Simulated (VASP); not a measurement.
# TiAl (P-6m2) in VASP: notebook, part 2 of 2

VASP 6.6.1. Earlier steps stand in the parts before.

## (5) Relaxation of cell and atoms, PBEsol, target pressure 30 GPa, at which the enthalpy is minimised

Contents of INCAR:

```
SYSTEM = TiAl
PREC = Accurate ; ENCUT = 600
EDIFF = 1E-6 ; ISMEAR = -1
SIGMA = 0.05 ; LREAL = .FALSE.
LASPH = .TRUE. ; NELM = 80
ALGO = Normal ; ISIF = 3
LWAVE = .FALSE. ; LCHARG = .FALSE.
GGA = PS ; IBRION = 2
NSW = 80 ; EDIFFG = -0.005
PSTRESS = 300.0
```

Contents of KPOINTS:

```
regular mesh
0
G
  11 11 6
  0 0 0
```

Contents of POSCAR:

```
TiAl
1.0
    2.8672622327      0.0000000000      0.0000000000
   -1.4336311163      2.4831219328      0.0000000000
    0.0000000000      0.0000000000      4.6780830000
Ti Al
1 1
Direct
    0.0000000000      0.0000000000      0.0000000000
    0.3333333333      0.6666666667      0.5000000000
```

Potentials or basis: VASP PAW PBE potentials, release 64 (Ti_sv, Al).

On the command line:

```sh
cat potpaw_PBE.64/Ti_sv/POTCAR potpaw_PBE.64/Al/POTCAR > POTCAR
mpirun -np 1 vasp_std > vasp.out
```

OUTCAR:

```text
SYSTEM = TiAl
   PREC = Accurate
   ENCUT = 600
   EDIFF = 1E-6
   ISMEAR = -1
   LREAL = .FALSE.
   LASPH = .TRUE.
   NELM = 80
   ISIF = 3
   GGA = PS
   IBRION = 2
   NSW = 80
   EDIFFG = -0.005
   PSTRESS = 300.0

 ion  position               nearest neighbor table
   1  0.000  0.000  0.000-   2 2.87   2 2.87   2 2.87   2 2.87   2 2.87   2 2.87
   2  0.333  0.667  0.500-   1 2.87   1 2.87   1 2.87   1 2.87   1 2.87   1 2.87

  LATTYP: Found a hexagonal cell.
 ALAT       =     2.8672622327
 C/A-ratio  =     1.6315504549

  Lattice vectors:

 A1 = (   2.8672622327,   0.0000000000,   0.0000000000)
 A2 = (  -1.4336311163,   2.4831219328,   0.0000000000)
 A3 = (   0.0000000000,   0.0000000000,   4.6780830000)

Analysis of symmetry for initial positions (statically):
=====================================================================
 Subroutine PRICEL returns:
 Original cell was already a primitive cell.

 Routine SETGRP: Setting up the symmetry group for a
 hexagonal supercell.

 Subroutine GETGRP returns: Found 12 space group operations
 (whereof 12 operations were pure point group operations)
 out of a pool of 24 trial point group operations.

The static configuration has the point symmetry D_3h.

Analysis of symmetry for dynamics (positions and initial velocities):
=====================================================================
 Subroutine PRICEL returns:
 Original cell was already a primitive cell.

 Routine SETGRP: Setting up the symmetry group for a
 hexagonal supercell.

 Subroutine GETGRP returns: Found 12 space group operations
 (whereof 12 operations were pure point group operations)
 out of a pool of 24 trial point group operations.

The dynamic configuration has the point symmetry D_3h.

 Subroutine INISYM returns: Found 12 space group operations
 (whereof 12 operations are pure point group operations),
 and found     1 'primitive' translations

----------------------------------------------------------------------------------------

                                     Primitive cell

  volume of cell :      33.3068

  direct lattice vectors                    reciprocal lattice vectors
     2.867262233  0.000000000  0.000000000     0.348764751  0.201359423  0.000000000
    -1.433631116  2.483121933  0.000000000     0.000000000  0.402718846  0.000000000
     0.000000000  0.000000000  4.678083000     0.000000000  0.000000000  0.213762774

  length of vectors
     2.867262233  2.867262233  4.678083000     0.402718846  0.402718846  0.213762774

  position of ions in fractional coordinates (direct lattice)
     0.000000000  0.000000000  0.000000000
     0.333333333  0.666666667  0.500000000

  ion indices of the primitive-cell ions
   primitive index   ion index
                 1           1
                 2           2

----------------------------------------------------------------------------------------

 KPOINTS: regular mesh

Automatic generation of k-mesh.
 Grid dimensions read from file:
 generate k-points for:   11   11    6

 Generating k-lattice:

  Cartesian coordinates                     Fractional coordinates (reciprocal lattice)
     0.031705886  0.018305402  0.000000000     0.090909091  0.000000000  0.000000000
[... 40 lines left out ...]
 [... further k-points ...]
   k-points           NKPTS =     64   k-points in BZ     NKDIM =     64   number of bands    NBANDS=     11
   number of dos      NEDOS =    301   number of ions     NIONS =      2
   total plane-waves  NPLWV =  23040
   dimension x,y,z NGX =    24 NGY =   24 NGZ =   40
   dimension x,y,z NGXF=    48 NGYF=   48 NGZF=   80
   ions per type =               1   1
   NGX,Y,Z   is equivalent  to a cutoff of  13.92, 13.92, 14.21 a.u.
   NGXF,Y,Z  is equivalent  to a cutoff of  27.83, 27.83, 28.43 a.u.
 SYSTEM =  TiAl
   PREC   = accura    normal or accurate (medium, high low for compatibility)
   ISTART =      0    job   : 0-new  1-cont  2-samecut
   ICHARG =      2    charge: 1-file 2-atom 10-const
   ISPIN  =      1    spin polarized calculation?
   LNONCOLLINEAR =      F non collinear calculations
   LSORBIT =      F    spin-orbit coupling
   LASPH  =      T    aspherical Exc in radial PAW
   ENCUT  =  600.0 eV  44.10 Ry    6.64 a.u.   5.73  5.73  9.34*2*pi/ulx,y,z
   NELM   =     80;   NELMIN=  2; NELMDL= -5     # of ELM steps
   EDIFF  = 0.1E-05   stopping-criterion for ELM
   LREAL  =      F    real-space projection
   EDIFFG = -.5E-02   stopping-criterion for IOM
   NSW    =     80    number of steps for IOM
   IBRION =      2    ionic relax: 0-MD 1-quasi-New 2-CG
   NFREE  =      1    steps in history (QN), initial steepest desc. (CG)
   ISIF   =      3    stress and relaxation
   ISYM   =      2    0-nonsym 1-usesym 2-fastsym
   POTIM  = 0.5000    time-step for ionic-motion
   TEBEG  =    0.0;   TEEND  =   0.0 temperature during run
   PSTRESS=  300.0 pullay stress
   NELECT =      15.0000    total number of electrons
   NUPDOWN=      -1.0000    fix difference up-down
   EMIN   =  10.00;   EMAX   =-10.00  energy-range for DOS
   EFERMI =   0.00;   METHOD = LEGACY
   ISMEAR =    -1;   SIGMA  =   0.05  broadening in eV -4-tet -1-fermi 0-gaus
   EFERMI_NEDOS =   21; number of points for ismear=-14 and -15
   IALGO  =     38    algorithm
   IMIX   =      4    mixing-type and parameters
     AMIX     =   0.40;   BMIX     =  1.00
     AMIX_MAG =   1.60;   BMIX_MAG =  1.00
  volume/ion in A,a.u.               =      16.65       112.38
  Fermi-wavevector in a.u.,A,eV,Ry     =   1.254857  2.371335 21.424622  1.574665
  Thomas-Fermi vector in A             =   2.388641
   LORBIT       =      0    0 simple, 1 ext, 2 COOP (PROOUT), +10 PAW based schemes
   GGA     = PS    functional components
   LHFCALC =     F    Hartree Fock is set to
   AEXX    =    0.0000 exact exchange contribution
   IVDW    =     0    specifies the selected vdW correction
   LEPSILON=     F    determine dielectric tensor
   LRPA    =     F    only Hartree local field effects (RPA)
 conjugate gradient relaxation of ions
 non-spin polarized calculation
  energy-cutoff  :      600.00
  volume of cell :       33.31
 maximum number of plane-waves:      1122
 NGX is ok and might be reduce to    24
   NGX = 11   NGY = 11   NGZ = 19

--------------------------------------- Ionic step        1  -------------------------------------------

 number of electron      14.9999999 magnetization

 Free energy of the ion-electron system (eV)
  ---------------------------------------------------
  ext. energy  EPLUGINS =         0.00000000
  ---------------------------------------------------
  free energy    TOTEN  =       -12.93160345 eV

  energy without entropy =      -12.90791569  energy(sigma->0) =      -12.91975957

------------------------ aborting loop because EDIFF is reached ----------------------------------------

  FORCE on cell =-STRESS in cart. coord.  units (eV):
  Direction    XX          YY          ZZ          XY          YZ          ZX
  --------------------------------------------------------------------------------------
  -------------------------------------------------------------------------------------
  Total       -0.4786575     -0.4786575     -0.8048648     -0.0000000      0.0000000     -0.0000000
  in kB      -23.0251308    -23.0251308    -38.7168609     -0.0000000      0.0000000     -0.0000000
  external PRESSURE =    -328.2557075 kB  Pullay stress =     300.0000000 kB
[... 63 lines left out ...]
--------------------------------------- Ionic step        3  -------------------------------------------

 number of electron      15.0000000 magnetization

 E-fermi :   9.9619     XC(G=0): -11.9023

 val. band max:        9.9085701943   @ k =   0.3636   0.0909   0.3333
 cond. band min:       9.9638812807   @ k =   0.2727   0.2727   0.3333
 fundamental gap:      0.0553110865
 Fermi energy:         9.9619195233

 k-point     1 :       0.0000    0.0000    0.0000
  band No.  band energies     occupation
      1     -45.9062      2.00000
      2     -22.3730      2.00000
      3     -21.6717      2.00000
      4     -21.6717      2.00000
      5       0.0452      2.00000
      6       7.4217      2.00000
      7       8.1210      2.00000
      8      11.4572      0.00000
      9      11.4572      0.00000
     10      13.4102      0.00000
     11      13.4102      0.00000
[... 511 lines left out ...]
--------------------------------------- Ionic step        8  -------------------------------------------

 number of electron      14.9999997 magnetization

 Free energy of the ion-electron system (eV)
  ---------------------------------------------------
  ext. energy  EPLUGINS =         0.00000000
  ---------------------------------------------------
  free energy    TOTEN  =       -12.48150520 eV

  energy without entropy =      -12.46355711  energy(sigma->0) =      -12.47253115

 E-fermi :  10.2649     XC(G=0): -12.0005

 val. band max:       10.2530441264   @ k =   0.1818   0.0909   0.5000
 cond. band min:      10.2707581772   @ k =   0.2727   0.2727   0.3333
 fundamental gap:      0.0177140508
 Fermi energy:        10.2648543674

 k-point     1 :       0.0000    0.0000    0.0000
  band No.  band energies     occupation
      1     -45.5901      2.00000
      2     -22.0592      2.00000
      3     -21.2776      2.00000
      4     -21.2776      2.00000
      5       0.1535      2.00000
      6       7.6144      2.00000
      7       8.1983      2.00000
      8      11.7796      0.00000
      9      11.7796      0.00000
     10      13.8518      0.00000
     11      13.8518      0.00000
[... 355 lines left out ...]
  energy  without entropy=      -12.4635571108  energy(sigma->0) =      -12.47253115

  enthalpy is  TOTEN    =        -7.4717155428 eV   P V=        5.0097896555

 reached required accuracy - stopping structural energy minimisation
```

OSZICAR:

```text
N       E                     dE             d eps       ncg     rms          rms(c)
DAV:   1     0.930572883406E+02    0.93057E+02   -0.80796E+03  1408   0.152E+03
DAV:   2    -0.814203151516E+01   -0.10120E+03   -0.98595E+02  1450   0.345E+02
[... 82 lines left out ...]
DAV:   1    -0.124816421063E+02   -0.41526E-02   -0.28038E-03  1554   0.855E-01    0.110E-01
DAV:   2    -0.124815242074E+02    0.11790E-03   -0.91510E-04  1724   0.415E-01    0.254E-02
DAV:   3    -0.124815017022E+02    0.22505E-04   -0.10969E-04  1644   0.111E-01    0.893E-03
DAV:   4    -0.124815026186E+02   -0.91635E-06   -0.18057E-05  1523   0.378E-02    0.581E-03
DAV:   5    -0.124815042963E+02   -0.16778E-05   -0.28443E-06  1586   0.125E-02    0.359E-03
DAV:   6    -0.124815051983E+02   -0.90193E-06   -0.27343E-06  1411   0.936E-03
   8 F= -.74717155E+01 E0= -.74627415E+01  d E =0.844783E-06
```

Run time: 90 s. Hardware: 1 thread of Intel Xeon Platinum 8488C (Sapphire Rapids), shared host; peak memory 0.16 GiB.

What came out:

```yaml
Free_energy: -12.4815 eV
Relaxed_volume: 13.38 Å³/atom
Relaxed_cell: a = 2.650 Å, b = 2.650 Å, c = 4.400 Å, α = 90.00°, β = 90.00°, γ = 120.00°
Space_group_after_relaxing_to_0.05_Å: P-6m2 (No. 187)
Energy_change_on_relaxing_the_enthalpy_is_what_falls: +225.0 meV/atom
Ionic_steps: 8
Pressure_after_relaxing: 30.0 GPa
```

Step by step:
```tsv
step	energy change (eV)	largest force (eV/Å)	pressure (GPa)	volume (Å³)
1	0.0000	0.0000	-2.83	33.31
2	3.9076	0.0000	142.39	19.42
3	0.3537	0.0000	26.00	27.34
4	0.4249	0.0000	29.09	26.93
5	0.4468	0.0000	29.98	26.81
6	0.4537	0.0000	30.08	26.74
7	0.4541	0.0000	30.07	26.73
8	0.4501	0.0000	29.95	26.76
```

Final structure:
```
Ti Al
1.0
     2.64970    0.00000    0.00000
    -1.32485    2.29471    0.00000
     0.00000    0.00000    4.40032
Ti Al
1 1
Direct
  0.00000 0.00000 0.00000
  0.33333 0.66667 0.50000
```

Levels at points of the mesh, in eV from the Fermi level:
| k point | band 4 | band 5 | band 6 | band 7 | band 8 | band 9 | band 10 | band 11 |
| --- | --- | --- | --- | --- | --- | --- | --- | --- |
| (0.00, 0.00, 0.00) | -31.54 | -10.11 | -2.65 | -2.07 | 1.51 | 1.51 | 3.59 | 3.59 |
| (0.00, 0.00, 0.50) | -31.54 | -9.01 | -5.82 | -0.80 | 1.52 | 1.52 | 3.49 | 3.49 |

Caveat: the cell is relaxed towards a set pressure, so the enthalpy falls and the energy may rise; the volume moved by over 15 % at a fixed basis, so the end points are rough; the PAW data sets were made with another functional, which shifts forces and pressure a little.

## (6) Single point, PBEsol

This run uses another cell than the first one, of 13.38 Å³/atom, 0.804 times its volume.

Contents of INCAR:

```
SYSTEM = TiAl
  ALGO = Normal
  EDIFF = 1E-7
  ENCUT = 520
  GGA = PS
  ISIF = 2
  ISMEAR = -1
  LASPH = .True.
  LCHARG = .False.
  LREAL = .False.
  LWAVE = .False.
  NBANDS = 14
  NELM = 80
  PREC = Accurate
  SIGMA = 0.05
```

Contents of KPOINTS:

```
k-points
0
Gamma
  11 11 6
  0 0 0
```

Contents of POSCAR:

```
TiAl
1.0
    2.6505639768      0.0000000000      0.0000000000
   -1.3252819884      2.2954557383      0.0000000000
    0.0000000000      0.0000000000      4.3992608528
Ti Al
1 1
Direct
    0.0000000000      0.0000000000      0.0000000000
    0.3333333333      0.6666666667      0.5000000000
```

Potentials or basis: VASP PAW PBE potentials, release 64 (Ti_sv, Al).

On the command line:

```sh
cat potpaw_PBE.64/Ti_sv/POTCAR potpaw_PBE.64/Al/POTCAR > POTCAR
mpirun -np 1 vasp_std > vasp.out
```

Wall time 23 s (1 thread of Intel Xeon Platinum 8259CL at 2.50GHz (Skylake/Cascade Lake), shared host); peak memory 0.15 GiB.

Results (log left out):

```yaml
Free_energy: -12.4814 eV
Pressure: 29.9 GPa
```

Stress tensor (GPa, compression positive):
```
29.81  0.00  0.00
 0.00 29.81  0.00
 0.00  0.00 29.94
```

Levels at points of the mesh, in eV from the Fermi level:
```
           k point  band 4  band 5  band 6  band 7  band 8  band 9  band 10  band 11
(0.00, 0.00, 0.00)  -31.54  -10.11   -2.65   -2.06    1.51    1.51     3.58     3.58
(0.00, 0.00, 0.50)  -31.54   -9.01   -5.82   -0.79    1.52    1.52     3.49     3.49
```

Caveat: the PAW data sets were made with another functional, which shifts forces and pressure a little.

## (7) Summary

| task | cell | cutoff (eV) | gap on the mesh (eV) | pressure (GPa) |
| --- | --- | --- | --- | --- |
| relaxation of cell and atoms | relaxed to 5 GPa from a = 2.867, b = 2.867, c = 4.678 Å, angles 90.0, 90.0, 120.0°, 2 atoms | 600 | none | 5.0 |
| relaxation of cell and atoms | relaxed to 10 GPa from a = 2.867, b = 2.867, c = 4.678 Å, angles 90.0, 90.0, 120.0°, 2 atoms | 600 | none | 10.0 |
| relaxation of cell and atoms | relaxed to 20 GPa from a = 2.867, b = 2.867, c = 4.678 Å, angles 90.0, 90.0, 120.0°, 2 atoms | 600 | none | 20.0 |
| relaxation of cell and atoms | relaxed to 30 GPa from a = 2.867, b = 2.867, c = 4.678 Å, angles 90.0, 90.0, 120.0°, 2 atoms | 600 | none | 30.0 |
| single point | a = 2.651, b = 2.651, c = 4.399 Å, angles 90.0, 90.0, 120.0°, 2 atoms | 520 | none | 29.9 |

Alike in all rows: level PBEsol; potentials or basis VASP PAW PBE potentials, release 64 (Ti_sv, Al); no spin polarisation; k mesh 11 × 11 × 6; smearing fermi-dirac 0.05 eV.

Caveats: the PAW data sets were made with another functional, which shifts forces and pressure a little; the cell is relaxed towards a set pressure, so the enthalpy falls and the energy may rise (some runs); the volume moved by over 15 % at a fixed basis, so the end points are rough (some runs).

Absolute energies hang on the potentials; compare differences alone.
